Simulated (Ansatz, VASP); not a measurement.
**One calculation of PbSe, two programs**

Contents of INCAR:

```
ALGO = Normal
EDIFF = 1E-7
ENCUT = 520
GGA = CA
ISIF = 2
ISMEAR = 0
LASPH = True
LCHARG = False
LREAL = False
LWAVE = False
NBANDS = 17
NELM = 80
PREC = Accurate
SIGMA = 0.03
```

The input KPOINTS:

```
k-points
0
Gamma
  10 10 10
```

The input POSCAR:

```
PbSe
1.0
    0.0000000000      3.2326112919      2.7477195981
    3.2326112919      0.0000000000      2.7477195981
    3.2326112919      3.2326112919      0.0000000000
Pb Se
1 1
Direct
    0.0000000000      0.0000000000      0.0000000000
    0.5000000000      0.5000000000      0.5000000000
```

Input for Ansatz:

```yaml
crystal:
  lattice:
    - [0.0, 3.2326112919, 2.7477195981]
    - [3.2326112919, 0.0, 2.7477195981]
    - [3.2326112919, 3.2326112919, 0.0]
  atoms:
    - { symbol: Pb, position: [0.0, 0.0, 0.0] }
    - { symbol: Se, position: [0.5, 0.5, 0.5] }
basis:
  ecutwfc: 420
kpoints:
  mp_grid: { grid: [10, 10, 10] }
hamiltonian:
  xc: lda
scf:
  occupations: { method: gaussian, width: 0.03 }
output:
  forces: true
  stress: true
  eigenvalues: true
```

Alike in both runs: task single point; functional LDA; k mesh 10 × 10 × 10; occupations gaussian, width 0.03 eV; no spin polarisation.

|  | VASP | Ansatz |
| --- | --- | --- |
| version | VASP 6.6.1 | Ansatz 0.2.0 |
| potentials or method | VASP PAW LDA potentials, release 64 (Pb_d, Se), cutoff 520 eV | scalar-relativistic, plane waves, PAW |
| valence electrons in the cell | 20 | 30 |

```csv
,VASP,Ansatz,Ansatz less VASP
gap on the k mesh at the Fermi level (eV),0.12,0.13,+0.012
least direct gap on the mesh (eV),0.12,0.13,+0.012
pressure (GPa),2.1,2.0,-0.10
"traceless stress, the component that is largest in VASP (GPa)",16.84,16.71,-0.123
```

LDA's correlation is that of Perdew and Zunger in VASP and of Perdew and Wang (1992) in Ansatz. VASP's potentials hold 20 valence electrons a cell and Ansatz's 30, so a difference there can come from the potentials and not from the codes.

Spin-orbit coupling is off throughout.
